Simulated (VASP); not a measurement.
# Sb (Im-3m) in VASP: a series of runs, part 2 of 2

VASP 6.6.1. The steps go on from the part before.

### Step 3. Single point, LDA

INCAR

```
PREC     = Accurate       # precision mode
ENCUT    = 520            # plane-wave cutoff, eV
EDIFF    = 1E-6           # SCF threshold, eV
ISMEAR   = -1             # smearing method
SIGMA    = 0.08           # smearing width, eV
LREAL    = F              # projectors in reciprocal space
LASPH    = T              # aspherical terms in the spheres
NELM     = 100            # most SCF steps
ALGO     = Normal         # electronic algorithm
ISIF     = 2              # what is computed and relaxed
LWAVE    = F              # write WAVECAR
LCHARG   = F              # write CHGCAR
GGA      = CA             # functional
NBANDS   = 8              # bands
```

KPOINTS

```
regular mesh
0
Gamma
  14 14 14
```

POSCAR

```
Sb
1.0
   -1.8534653190      1.8534653190      1.8534653190
    1.8534653190     -1.8534653190      1.8534653190
    1.8534653190      1.8534653190     -1.8534653190
Sb
1
Direct
    0.0000000000      0.0000000000      0.0000000000
```

Potentials or basis: VASP PAW LDA potentials, release 64 (Sb).

Run with:

```console
$ cat potpaw_LDA.64/Sb/POTCAR > POTCAR
$ mpirun -np 1 vasp_std > vasp.out
```

OUTCAR:

```text
PREC = Accurate
   ENCUT = 520
   EDIFF = 1E-6
   ISMEAR = -1
   LREAL = F
   LASPH = T
   NELM = 100
   ISIF = 2
   GGA = CA

 ion  position               nearest neighbor table
   1  0.000  0.000  0.000-

  LATTYP: Found a body centered cubic cell.
 ALAT       =     3.7069306380

  Lattice vectors:

 A1 = (  -1.8534653190,   1.8534653190,   1.8534653190)
 A2 = (   1.8534653190,  -1.8534653190,   1.8534653190)
 A3 = (   1.8534653190,   1.8534653190,  -1.8534653190)

Analysis of symmetry for initial positions (statically):
=====================================================================
 Subroutine PRICEL returns:
 Original cell was already a primitive cell.

 Routine SETGRP: Setting up the symmetry group for a
 body centered cubic supercell.

 Subroutine GETGRP returns: Found 48 space group operations
 (whereof 48 operations were pure point group operations)
 out of a pool of 48 trial point group operations.

The static configuration has the point symmetry O_h .

Analysis of symmetry for dynamics (positions and initial velocities):
=====================================================================
 Subroutine PRICEL returns:
 Original cell was already a primitive cell.

 Routine SETGRP: Setting up the symmetry group for a
 body centered cubic supercell.

 Subroutine GETGRP returns: Found 48 space group operations
 (whereof 48 operations were pure point group operations)
 out of a pool of 48 trial point group operations.

The dynamic configuration has the point symmetry O_h .

 Subroutine INISYM returns: Found 48 space group operations
 (whereof 48 operations are pure point group operations),
 and found     1 'primitive' translations

----------------------------------------------------------------------------------------

                                     Primitive cell

  volume of cell :      25.4691

  direct lattice vectors                    reciprocal lattice vectors
    -1.853465319  1.853465319  1.853465319     0.000000000  0.269764961  0.269764961
     1.853465319 -1.853465319  1.853465319     0.269764961  0.000000000  0.269764961
     1.853465319  1.853465319 -1.853465319     0.269764961  0.269764961  0.000000000

  length of vectors
     3.210296103  3.210296103  3.210296103     0.381505267  0.381505267  0.381505267

  position of ions in fractional coordinates (direct lattice)
     0.000000000  0.000000000  0.000000000

  ion indices of the primitive-cell ions
   primitive index   ion index
                 1           1

----------------------------------------------------------------------------------------

 KPOINTS: regular mesh

Automatic generation of k-mesh.
 Grid dimensions read from file:
 generate k-points for:   14   14   14

 Generating k-lattice:

  Cartesian coordinates                     Fractional coordinates (reciprocal lattice)
     0.000000000  0.019268926  0.019268926     0.071428571  0.000000000  0.000000000
     0.019268926  0.000000000  0.019268926     0.000000000  0.071428571  0.000000000
     0.019268926  0.019268926  0.000000000     0.000000000  0.000000000  0.071428571

  Length of vectors
     0.027250376  0.027250376  0.027250376

  Shift w.r.t. Gamma in fractional coordinates (k-lattice)
     0.000000000  0.000000000  0.000000000

 Subroutine IBZKPT returns following result:
 ===========================================

 Found    104 irreducible k-points:

 Following reciprocal coordinates:
            Coordinates               Weight
  0.000000  0.000000  0.000000      1.000000
  0.071429  0.000000  0.000000     12.000000
  0.142857  0.000000  0.000000     12.000000
  0.214286  0.000000  0.000000     12.000000
  0.285714  0.000000  0.000000     12.000000
  0.357143  0.000000  0.000000     12.000000
[... 16 lines left out ...]
  0.285714  0.285714  0.000000     24.000000
  0.357143  0.285714 -0.000000     24.000000
 [... further k-points ...]
   k-points           NKPTS =    104   k-points in BZ     NKDIM =    104   number of bands    NBANDS=      8
   number of dos      NEDOS =    301   number of ions     NIONS =      1
   total plane-waves  NPLWV =  13824
   dimension x,y,z NGX =    24 NGY =   24 NGZ =   24
   dimension x,y,z NGXF=    48 NGYF=   48 NGZF=   48
   ions per type =               1
   NGX,Y,Z   is equivalent  to a cutoff of  12.43, 12.43, 12.43 a.u.
   NGXF,Y,Z  is equivalent  to a cutoff of  24.86, 24.86, 24.86 a.u.
 SYSTEM =  unknown system
   PREC   = accura    normal or accurate (medium, high low for compatibility)
   ISTART =      0    job   : 0-new  1-cont  2-samecut
   ICHARG =      2    charge: 1-file 2-atom 10-const
   ISPIN  =      1    spin polarized calculation?
   LNONCOLLINEAR =      F non collinear calculations
   LSORBIT =      F    spin-orbit coupling
   LASPH  =      T    aspherical Exc in radial PAW
   ENCUT  =  520.0 eV  38.22 Ry    6.18 a.u.   5.97  5.97  5.97*2*pi/ulx,y,z
   NELM   =    100;   NELMIN=  2; NELMDL= -5     # of ELM steps
   EDIFF  = 0.1E-05   stopping-criterion for ELM
   LREAL  =      F    real-space projection
[... 7 lines left out ...]
   TEBEG  =    0.0;   TEEND  =   0.0 temperature during run
   PSTRESS=    0.0 pullay stress
   NELECT =       5.0000    total number of electrons
   NUPDOWN=      -1.0000    fix difference up-down
   EMIN   =  10.00;   EMAX   =-10.00  energy-range for DOS
   EFERMI =   0.00;   METHOD = LEGACY
   ISMEAR =    -1;   SIGMA  =   0.08  broadening in eV -4-tet -1-fermi 0-gaus
   EFERMI_NEDOS =   21; number of points for ismear=-14 and -15
   IALGO  =     38    algorithm
   IMIX   =      4    mixing-type and parameters
     AMIX     =   0.40;   BMIX     =  1.00
     AMIX_MAG =   1.60;   BMIX_MAG =  1.00
  volume/ion in A,a.u.               =      25.47       171.87
  Fermi-wavevector in a.u.,A,eV,Ry     =   0.951467  1.798012 12.317209  0.905289
  Thomas-Fermi vector in A             =   2.079940
   LORBIT       =      0    0 simple, 1 ext, 2 COOP (PROOUT), +10 PAW based schemes
   GGA     = CA    functional components
   LHFCALC =     F    Hartree Fock is set to
   AEXX    =    0.0000 exact exchange contribution
   IVDW    =     0    specifies the selected vdW correction
   LEPSILON=     F    determine dielectric tensor
   LRPA    =     F    only Hartree local field effects (RPA)
 non-spin polarized calculation
  energy-cutoff  :      520.00
  volume of cell :       25.47
 maximum number of plane-waves:       700
   NGX = 11   NGY = 11   NGZ = 11

 number of electron       5.0000000 magnetization

 Free energy of the ion-electron system (eV)
  ---------------------------------------------------
  ext. energy  EPLUGINS =         0.00000000
  ---------------------------------------------------
  free energy    TOTEN  =        -4.63556723 eV

  energy without entropy =       -4.62590182  energy(sigma->0) =       -4.63073453

 E-fermi :   9.0669     XC(G=0): -10.6110

 val. band max:        9.0484895715   @ k =   0.3571   0.1429   0.1429
 cond. band min:       9.0965902473   @ k =  -0.2857   0.2857   0.2857
 fundamental gap:      0.0481006758
 Fermi energy:         9.0668741828

 k-point     1 :       0.0000    0.0000    0.0000
  band No.  band energies     occupation
      1      -4.2206      2.00000
      2      14.9166      0.00000
      3      14.9166      0.00000
      4      14.9166      0.00000
      5      19.5809      0.00000
      6      19.5809      0.00000
      7      19.5809      0.00000
      8      21.0003      0.00000

 k-point     2 :       0.0714    0.0000    0.0000
  band No.  band energies     occupation
      1      -4.1082      2.00000
      2      14.0316      0.00000
      3      14.5282      0.00000
      4      14.8132      0.00000
      5      18.9700      0.00000
      6      19.0203      0.00000
      7      20.0620      0.00000
      8      20.4537      0.00000

 k-point     3 :       0.1429    0.0000    0.0000
  band No.  band energies     occupation
      1      -3.7719      2.00000
      2      12.0874      0.00000
      3      13.6852      0.00000
      4      14.5191      0.00000
      5      17.9968      0.00000
      6      18.1113      0.00000
      7      20.1593      0.00000
      8      20.7429      0.00000
[... 210 lines left out ...]
 k-point    23 :       0.2857    0.2857    0.0000
  band No.  band energies     occupation
      1       0.5256      2.00000
      2       4.8149      2.00000
      3       6.3396      2.00000
      4      11.6445      0.00000
      5      17.9966      0.00000
      6      19.3023      0.00000
      7      21.4248      0.00000
      8      23.3527      0.00000

 k-point    24 :       0.3571    0.2857   -0.0000
  band No.  band energies     occupation
      1       0.9434      2.00000
      2       4.6029      2.00000
      3       5.8104      2.00000
      4      11.5565      0.00000
      5      18.1349      0.00000
      6      19.8602      0.00000
      7      20.5495      0.00000
      8      23.6625      0.00000

 [... further k-points ...]
[... 5 lines left out ...]
  --------------------------------------------------------------------------------------
  -------------------------------------------------------------------------------------
  Total        0.0188861      0.0188861      0.0188861      0.0000000      0.0000000     -0.0000000
  in kB        1.1880661      1.1880661      1.1880661      0.0000000      0.0000000     -0.0000000
  external PRESSURE =       1.1880661 kB  Pullay stress =       0.0000000 kB

 VOLUME and BASIS-vectors are now :
 -----------------------------------------------------------------------------
  energy-cutoff  :      520.00
  volume of cell :       25.47
      direct lattice vectors                 reciprocal lattice vectors
    -1.853465319  1.853465319  1.853465319     0.000000000  0.269764961  0.269764961
     1.853465319 -1.853465319  1.853465319     0.269764961  0.000000000  0.269764961
     1.853465319  1.853465319 -1.853465319     0.269764961  0.269764961  0.000000000

 POSITION                                       TOTAL-FORCE (eV/Angst)
 -----------------------------------------------------------------------------------
      0.00000      0.00000      0.00000         0.000000      0.000000      0.000000
 -----------------------------------------------------------------------------------
    total drift:                                0.000000      0.000000      0.000000

  FREE ENERGIE OF THE ION-ELECTRON SYSTEM (eV)
  ---------------------------------------------------
  free  energy   TOTEN  =        -4.6355672320 eV

  energy  without entropy=       -4.6259018221  energy(sigma->0) =       -4.63073453
```

Run time: 5.5 s. Hardware: 1 thread of Intel Xeon Platinum 8559C (Emerald Rapids), shared host; peak memory 0.13 GiB.

Results:

* Free energy: -4.6356 eV
* Pressure: 0.1 GPa

Caveat: spin-orbit coupling is left out, which moves the levels of the heavy elements.
